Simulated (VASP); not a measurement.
# Te3WCl2 (R-3m) in VASP: notebook, part 2 of 2

VASP 6.6.1. Earlier steps stand in the parts before.

**3. Single point, PBE, collinear spin, ferromagnetic start**

This run uses another cell than the first one, of 25.75 Å³/atom, 0.827 times its volume.

The input, INCAR:

```
SYSTEM = Te3WCl2
PREC = Accurate
ENCUT = 520
EDIFF = 1E-7
ISMEAR = 0
SIGMA = 0.1
LREAL = .FALSE.
LASPH = .TRUE.
NELM = 150
ALGO = Normal
ISIF = 2
LWAVE = .FALSE.
LCHARG = .FALSE.
ISPIN = 2
MAGMOM = 0 0 0 2.75 0.15 0.15
LORBIT = 11
LMAXMIX = 4
GGA = PE
NBANDS = 36
```

The input, KPOINTS:

```
Automatic mesh
0
G
  3 3 3
  0 0 0
```

The input, POSCAR:

```
Te3WCl2
1.0
    3.0906703751      1.7843993716      4.6685072154
   -3.0906703751      1.7843993716      4.6685072154
    0.0000000000     -3.5687987476      4.6685072138
Te W Cl
3 1 2
Direct
    0.0000000000      0.5000000000      0.5000000000
    0.5000000000      0.5000000000      0.0000000000
    0.5000000000      0.0000000000      0.5000000000
    0.5000000000      0.5000000000      0.5000000000
    0.1196065264      0.1196065264      0.1196065264
    0.8803934736      0.8803934736      0.8803934736
```

Potentials or basis: VASP PAW PBE potentials, release 64 (Te, W_sv, Cl).

Started as:

```
$ cat potpaw_PBE.64/Te/POTCAR potpaw_PBE.64/W_sv/POTCAR potpaw_PBE.64/Cl/POTCAR > POTCAR
$ mpirun -np 1 vasp_std > vasp.out
```

OUTCAR:

```text
SYSTEM = Te3WCl2
   PREC = Accurate
   ENCUT = 520
   EDIFF = 1E-7
   ISMEAR = 0
   LREAL = .FALSE.
   LASPH = .TRUE.
   NELM = 150
   ISIF = 2
   ISPIN = 2
   LORBIT = 11
   GGA = PE

 ion  position               nearest neighbor table
   1  0.000  0.500  0.500-   4 2.94   4 2.94   3 3.09   3 3.09   2 3.09   2 3.09
   2  0.500  0.500  0.000-   4 2.94   4 2.94   3 3.09   1 3.09   3 3.09   1 3.09
   3  0.500  0.000  0.500-   4 2.94   4 2.94   1 3.09   1 3.09   2 3.09   2 3.09
   4  0.500  0.500  0.500-   1 2.94   3 2.94   3 2.94   1 2.94   2 2.94   2 2.94
   5  0.120  0.120  0.120-
   6  0.880  0.880  0.880-

  LATTYP: Found a trigonal (rhomboedric) cell.
 ALAT       =     5.8763325387
 COS(alpha) =     0.4467484419

  Lattice vectors:

 A1 = (   3.0906703751,   1.7843993716,   4.6685072154)
 A2 = (  -3.0906703751,   1.7843993716,   4.6685072154)
 A3 = (   0.0000000000,  -3.5687987476,   4.6685072138)

Analysis of symmetry for initial positions (statically):
=====================================================================
 Subroutine PRICEL returns:
 Original cell was already a primitive cell.

 Routine SETGRP: Setting up the symmetry group for a
 trigonal (rhombohedral) supercell.

 Subroutine GETGRP returns: Found 12 space group operations
 (whereof 12 operations were pure point group operations)
 out of a pool of 12 trial point group operations.

The static configuration has the point symmetry D_3d.

Analysis of symmetry for dynamics (positions and initial velocities):
=====================================================================
 Subroutine PRICEL returns:
 Original cell was already a primitive cell.

 Routine SETGRP: Setting up the symmetry group for a
 trigonal (rhombohedral) supercell.

 Subroutine GETGRP returns: Found 12 space group operations
 (whereof 12 operations were pure point group operations)
 out of a pool of 12 trial point group operations.

[... 158 lines left out ...]

 spin component 1

 k-point     1 :       0.0000    0.0000    0.0000
  band No.  band energies     occupation
      1     -68.8273      1.00000
      2     -33.2201      1.00000
      3     -33.2129      1.00000
      4     -33.2129      1.00000
      5      -8.7496      1.00000
      6      -7.8039      1.00000
[... 217 lines left out ...]
     34      12.6841      0.00000
     35      13.6744      0.00000
 Fermi energy:         5.7499147605

 spin component 2

 k-point     1 :       0.0000    0.0000    0.0000
  band No.  band energies     occupation
      1     -67.6627      1.00000
      2     -31.7476      1.00000
      3     -31.5772      1.00000
      4     -31.5772      1.00000
      5      -8.6392      1.00000
      6      -7.6664      1.00000
[... 217 lines left out ...]
     34      13.0916      0.00000
     35      13.8729      0.00000
 [bands above 35 left out]

------------------------ aborting loop because EDIFF is reached ----------------------------------------

  FORCE on cell =-STRESS in cart. coord.  units (eV):
  Direction    XX          YY          ZZ          XY          YZ          ZX
  --------------------------------------------------------------------------------------
  -------------------------------------------------------------------------------------
  Total       -0.0020121     -0.0020121     -0.1780240      0.0000000      0.0000000      0.0000000
  in kB       -0.0208687     -0.0208687     -1.8463546      0.0000000      0.0000000      0.0000000
  external PRESSURE =      -0.6293640 kB  Pullay stress =       0.0000000 kB

 VOLUME and BASIS-vectors are now :
 -----------------------------------------------------------------------------
  energy-cutoff  :      520.00
  volume of cell :      154.48
      direct lattice vectors                 reciprocal lattice vectors
     3.090670375  1.784399372  4.668507215     0.161777200  0.093402110  0.071400411
    -3.090670375  1.784399372  4.668507215    -0.161777200  0.093402110  0.071400411
     0.000000000 -3.568798748  4.668507214     0.000000000 -0.186804220  0.071400411

 POSITION                                       TOTAL-FORCE (eV/Angst)
 -----------------------------------------------------------------------------------
     -1.54534     -0.89220      4.66851         0.000000      0.000000     -0.000000
      0.00000      1.78440      4.66851        -0.000000      0.000000     -0.000000
      1.54534     -0.89220      4.66851         0.000000      0.000000     -0.000000
      0.00000     -0.00000      7.00276         0.000000      0.000000     -0.000000
      0.00000     -0.00000      1.67515        -0.000000     -0.000000      0.015578
      0.00000     -0.00000     12.33037        -0.000000      0.000000     -0.015578
 -----------------------------------------------------------------------------------
    total drift:                                0.000000      0.000000      0.000000

  FREE ENERGIE OF THE ION-ELECTRON SYSTEM (eV)
  ---------------------------------------------------
  free  energy   TOTEN  =       -22.2423186468 eV

  energy  without entropy=      -22.2224970136  energy(sigma->0) =      -22.23240783

 total charge

# of ion       s       p       d       tot
------------------------------------------
    1        1.427   1.769   0.061   3.256
    2        1.427   1.769   0.061   3.256
    3        1.427   1.769   0.061   3.256
    4        2.314   6.082   3.308  11.703
    5        1.612   3.459   0.000   5.071
    6        1.612   3.459   0.000   5.071
--------------------------------------------------
tot          9.818  18.306   3.492  31.615

 magnetization (x)

# of ion       s       p       d       tot
------------------------------------------
    1        0.011  -0.034   0.016  -0.007
    2        0.011  -0.034   0.016  -0.007
    3        0.011  -0.034   0.016  -0.007
    4        0.132   0.018   2.391   2.540
    5        0.004   0.105   0.000   0.109
    6        0.004   0.105   0.000   0.109
--------------------------------------------------
tot          0.172   0.125   2.439   2.735
```

OSZICAR:

```text
N       E                     dE             d eps       ncg     rms          rms(c)
DAV:   1     0.310225968406E+03    0.31023E+03   -0.21448E+04   960   0.113E+03
DAV:   2    -0.907559668822E-01   -0.31032E+03   -0.29027E+03  1060   0.252E+02
[... 13 lines left out ...]
DAV:  16    -0.222423437473E+02   -0.15859E-03   -0.67482E-04  1036   0.109E-01    0.121E-01
DAV:  17    -0.222423223040E+02    0.21443E-04   -0.10074E-04   996   0.477E-02    0.587E-02
DAV:  18    -0.222423086547E+02    0.13649E-04   -0.52625E-05   976   0.290E-02    0.293E-02
DAV:  19    -0.222423173210E+02   -0.86663E-05   -0.91311E-06  1000   0.143E-02    0.866E-03
DAV:  20    -0.222423186437E+02   -0.13227E-05   -0.11840E-06   968   0.516E-03    0.283E-03
DAV:  21    -0.222423186468E+02   -0.31632E-08   -0.22991E-07   740   0.250E-03
   1 F= -.22242319E+02 E0= -.22232408E+02  d E =-.198216E-01  mag=     3.5492
```

Run time: 3 min. Hardware: 1 thread of Intel Xeon 6975P-C, shared host; peak memory 0.42 GiB.

Results:

```
Free energy                                           : -22.2423 eV
Pressure                                              : -0.1 GPa
Largest force                                         : 0.016 eV/Å
Net moment                                            : 3.55 μB per cell
Site moments                                          : Te -0.01; W +2.54; Cl +0.11 μB
Valence electrons inside the program's atomic spheres : Te 3.26; W 11.70; Cl 5.07
```

Forces in eV/Å, atoms in the order of the input:
```
Te   0.000  0.000  0.000
Te   0.000  0.000  0.000
Te   0.000  0.000  0.000
W    0.000  0.000  0.000
Cl   0.000  0.000  0.016
Cl   0.000  0.000 -0.016
```

Stress tensor (GPa, compression positive):
```
 0.00  0.00  0.00
 0.00  0.00  0.00
 0.00  0.00 -0.18
```

Caveat: the k points lie up to 0.42 Å⁻¹ apart; spin-orbit coupling is left out, which moves the levels of the heavy elements.

**4. Single point, PBE, collinear spin, ferrimagnetic start**

The input, INCAR:

```
SYSTEM = Te3WCl2
  PREC = Accurate
  ENCUT = 520
  EDIFF = 1E-6
  ISMEAR = 0
  SIGMA = 0.1
  LREAL = .FALSE.
  LASPH = .TRUE.
  NELM = 150
  ALGO = Normal
  ISIF = 2
  LWAVE = .FALSE.
  LCHARG = .FALSE.
  ISPIN = 2
  MAGMOM = -0.06 -0.06 -0.06 3.34 0.07 0.07
  LORBIT = 11
  LMAXMIX = 4
  GGA = PE
  NBANDS = 36
```

KPOINTS is that of step 3.

The input, POSCAR:

```
Te3WCl2
1.0
    3.1894623300      1.8414369300      5.3016886300
   -3.1894623300      1.8414369300      5.3016886300
    0.0000000000     -3.6828738700      5.3016886300
Te W Cl
3 1 2
Direct
    0.0000000000      0.5000000000      0.5000000000
    0.5000000000      0.5000000000      0.0000000000
    0.5000000000      0.0000000000      0.5000000000
    0.5000000000      0.5000000000      0.5000000000
    0.1230388300      0.1230388300      0.1230388300
    0.8769611700      0.8769611700      0.8769611700
```

Started as:

```
$ cat potpaw_PBE.64/Te/POTCAR potpaw_PBE.64/W_sv/POTCAR potpaw_PBE.64/Cl/POTCAR > POTCAR
$ mpirun -np 1 vasp_std > vasp.out
```

It took 2.1 min on 1 thread of Intel Xeon 6975P-C, shared host; peak memory 0.43 GiB.

The run converged. Its results:

```
Free energy                                           : -21.2728 eV
Pressure                                              : -6.9 GPa
Largest force                                         : 0.036 eV/Å
Net moment                                            : 3.60 μB per cell
Site moments                                          : Te -0.05; W +2.82; Cl +0.05 μB
Valence electrons inside the program's atomic spheres : Te 3.19; W 11.53; Cl 5.05
```

Forces on the atoms (eV/Å):
```
Te   0.000  0.000  0.000
Te   0.000  0.000  0.000
Te   0.000  0.000  0.000
W    0.000  0.000  0.000
Cl   0.000  0.000 -0.036
Cl   0.000  0.000  0.036
```

Stress tensor (GPa, compression positive):
```
-6.04  0.00  0.00
 0.00 -6.04  0.00
 0.00  0.00 -8.57
```

Levels at points of the mesh, in eV from the Fermi level:
Spin up:
```csv
k point,band 23,band 24,band 25,band 26,band 27,band 28
"(0.00, 0.00, 0.00)",-0.51,-0.51,-0.40,-0.07,-0.07,1.92
```
Spin down:
```
           k point  band 17  band 18  band 19  band 20  band 21  band 22  band 23  band 24  band 25  band 26
(0.00, 0.00, 0.00)    -1.39    -1.39    -0.51    -0.51    -0.37     0.27     1.33     1.41     1.41     1.90
```

Caveat: the k points lie up to 0.40 Å⁻¹ apart; spin-orbit coupling is left out, which moves the levels of the heavy elements.

**5. Relaxation of cell and atoms, PBE, collinear spin, ferromagnetic start**

The input, INCAR:

```
SYSTEM = Te3WCl2
PREC = Accurate
ENCUT = 600
EDIFF = 1E-6
ISMEAR = 0
SIGMA = 0.1
LREAL = .False.
LASPH = .True.
NELM = 150
ALGO = Normal
ISIF = 3
LWAVE = .False.
LCHARG = .False.
ISPIN = 2
MAGMOM = 0 0 0 2.75 0.15 0.15
LORBIT = 11
LMAXMIX = 4
GGA = PE
IBRION = 2
NSW = 90
EDIFFG = -0.04
```

The input, KPOINTS:

```
Automatic mesh
0
Gamma
  3 3 3
  0 0 0
```

POSCAR is that of step 4.

Started as:

```
$ cat potpaw_PBE.64/Te/POTCAR potpaw_PBE.64/W_sv/POTCAR potpaw_PBE.64/Cl/POTCAR > POTCAR
$ mpirun -np 1 vasp_std > vasp.out
```

Run time: 20 min. Hardware: 1 thread of Intel Xeon 6975P-C, shared host; peak memory 0.56 GiB.

Results (log left out):

| Item | Value |
| --- | --- |
| Free energy | -22.2441 eV |
| Relaxed volume | 25.77 Å³/atom |
| Relaxed cell | a = 5.856 Å, b = 5.856 Å, c = 5.856 Å, α = 64.04°, β = 64.04°, γ = 64.04° |
| Space group after relaxing (to 0.05 Å) | R-3m (No. 166) |
| Energy gained by relaxing | 161.8 meV/atom |
| Ionic steps | 11 |
| Pressure after relaxing | 0.0 GPa |
| Largest force after relaxing | 0.014 eV/Å |
| Net moment | 3.55 μB per cell |
| Site moments | Te -0.01; W +2.52; Cl +0.11 μB |
| Valence electrons inside the program's atomic spheres | Te 3.25; W 11.71; Cl 5.07 |

Forces in eV/Å, atoms in the order of the input:
```
Te   0.000  0.000  0.000
Te   0.000  0.000  0.000
Te   0.000  0.000  0.000
W    0.000  0.000  0.000
Cl   0.000  0.000 -0.014
Cl   0.000  0.000  0.014
```

Step by step:
```
step  energy change (eV)  largest force (eV/Å)  pressure (GPa)  volume (Å³)
   1              0.0000                0.0364           -6.86       186.83
   2             -0.9068                0.0573            0.37       153.01
   3             -0.9069                0.0564            0.24       153.35
   4             -0.9401                0.0796            0.23       153.39
   5             -0.9634                0.0961            0.37       153.33
   6             -0.9656                0.0956            0.46       153.29
   7             -0.9659                0.0928            0.52       153.25
   8             -0.9671                0.0622           -0.50       156.01
   9             -0.9687                0.0752           -0.07       154.79
  10             -0.9695                0.0602           -0.05       154.75
  11             -0.9709                0.0138            0.00       154.63
```

Final structure:
```xyz
6
Lattice="3.1049 1.7926 4.6303 -3.1049 1.7926 4.6303 0.0000 -3.5852 4.6303" Properties=species:S:1:pos:R:3 pbc="T T T"
Te    1.5524    0.8963    9.2607
Te    0.0000   -1.7926    9.2607
Te   -1.5524    0.8963    9.2607
W     0.0000    0.0000    6.9455
Cl    0.0000    0.0000    1.6723
Cl    0.0000    0.0000   12.2187
```

Levels at points of the mesh, in eV from the Fermi level:
Spin up:
```csv
k point,band 21,band 22,band 23,band 24,band 25,band 26,band 27,band 28,band 29
"(0.00, 0.00, 0.00)",-0.80,-0.66,-0.31,-0.31,-0.20,-0.20,-0.17,2.05,3.21
```
Spin down:
| k point | band 17 | band 18 | band 19 | band 20 | band 21 | band 22 | band 23 | band 24 | band 25 | band 26 |
| --- | --- | --- | --- | --- | --- | --- | --- | --- | --- | --- |
| (0.00, 0.00, 0.00) | -1.87 | -1.87 | -0.67 | -0.67 | -0.08 | 0.40 | 0.80 | 1.33 | 1.33 | 1.71 |

Caveat: the k points lie up to 0.42 Å⁻¹ apart in the final cell; the volume moved by over 15 % at a fixed basis, so the end points are rough; spin-orbit coupling is left out, which moves the levels of the heavy elements.

**6. Summary**

| task | spin | cell | cutoff (eV) | gap on the mesh (eV) | pressure (GPa) | moment (μB) | largest force (eV/Å) |
| --- | --- | --- | --- | --- | --- | --- | --- |
| single point | off | a = 6.455 Å, angles 59.2°, 6 atoms | 520 | none | -8.1 | - | 0.13 |
| single point | collinear, ferromagnetic start | a = 5.876 Å, angles 63.5°, 6 atoms | 520 | none | -0.1 | 3.55 | 0.02 |
| single point | collinear, ferrimagnetic start | a = 6.455 Å, angles 59.2°, 6 atoms | 520 | none | -6.9 | 3.60 | 0.04 |
| relaxation of cell and atoms | collinear, ferromagnetic start | relaxed from a = 6.455 Å, angles 59.2°, 6 atoms | 600 | none | 0.0 | 3.55 | 0.01 |

Alike in all rows: level PBE; potentials or basis VASP PAW PBE potentials, release 64 (Te, W_sv, Cl); k mesh 3 × 3 × 3; smearing gaussian 0.1 eV.

Caveats: all runs use coarse meshes; spin-orbit coupling is left out, which moves the levels of the heavy elements; the volume moved by over 15 % at a fixed basis, so the end points are rough (some runs).

Total energies depend on the potentials used, so only differences within one code and one set of settings carry meaning.
